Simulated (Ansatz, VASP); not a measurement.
# One calculation of Ca, two programs

```
Ca
1.0
     1.83560   -6.17397    0.00000
     1.83560    6.17397    0.00000
     0.00000    0.00000    3.80623
Ca
2
Direct
  0.86672 0.13328 0.25000
  0.13328 0.86672 0.75000
```

Alike in both runs: functional PBE; k mesh 16 × 16 × 14; occupations gaussian, width 0.1 eV; no spin polarisation.

Ansatz relaxed the structure, and its values are those at the end. VASP's run is a single point on that final structure, the one shown.

```csv
,VASP,Ansatz
version,VASP 6.6.1,Ansatz 0.2.0
potentials or method,"VASP PAW PBE potentials, release 64 (Ca_sv), cutoff 520 eV","scalar-relativistic, plane waves, PAW"
valence electrons in the cell,20,20
```

|  | VASP | Ansatz | Ansatz less VASP |
| --- | --- | --- | --- |
| gap on the k mesh at the Fermi level (eV) | none | none | - |
| pressure (GPa) | 0.0 | 0.0 | -0.01 |

A gap of «none» marks a metal or a gap that the smearing closes.
